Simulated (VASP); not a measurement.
## ZnS: dielectric tensor with PBE

Crystal: ZnS.

```
Zn S
1.0
     0.00000    2.70200    2.70200
     2.70200    0.00000    2.70200
     2.70200    2.70200    0.00000
Zn S
1 1
Direct
  0.25000 0.25000 0.25000
  0.00000 0.00000 0.00000
```

```
Program                : VASP 6.6.1
Task                   : dielectric tensor
Functional             : PBE
Potentials or basis    : VASP PAW PBE potentials, release 64 (Zn, S)
Cutoff                 : 520 eV
k mesh                 : 9 × 9 × 9
Occupations            : gaussian, width 0.01 eV
Spin                   : no spin polarisation
Dipole correction      : no
Further INCAR settings : ALGO = Normal; EDIFF = 1e-08
```

| Quantity | Value |
| --- | --- |
| Band gap on the k mesh | 2.11 eV, direct |
| Electronic dielectric tensor (diagonal) | 5.95 |
| Born charges (mean of the diagonal) | Zn +2.01; S -2.01 e |

Levels at points of the mesh, in eV from the valence-band top:
| k point | band 5 | band 6 | band 7 | band 8 | band 9 | band 10 | band 11 | band 12 | band 13 |
| --- | --- | --- | --- | --- | --- | --- | --- | --- | --- |
| (0.00, 0.00, 0.00) | -5.84 | -5.84 | 0.00 | 0.00 | 0.00 | 2.11 | 6.40 | 6.40 | 6.40 |

Electronic dielectric tensor:
```
5.95 0.00 0.00
0.00 5.95 0.00
0.00 0.00 5.95
```

Born effective charge tensors (e):
atom 1, Zn
```
2.01 0.00 0.00
0.00 2.01 0.00
0.00 0.00 2.01
```
atom 2, S
```
-2.01  0.00  0.00
 0.00 -2.01  0.00
 0.00  0.00 -2.01
```

It took 3 min on 1 thread of Intel(R) Xeon(R) Platinum 8559C (Emerald Rapids), on a shared host, peak memory 0.3 GiB.
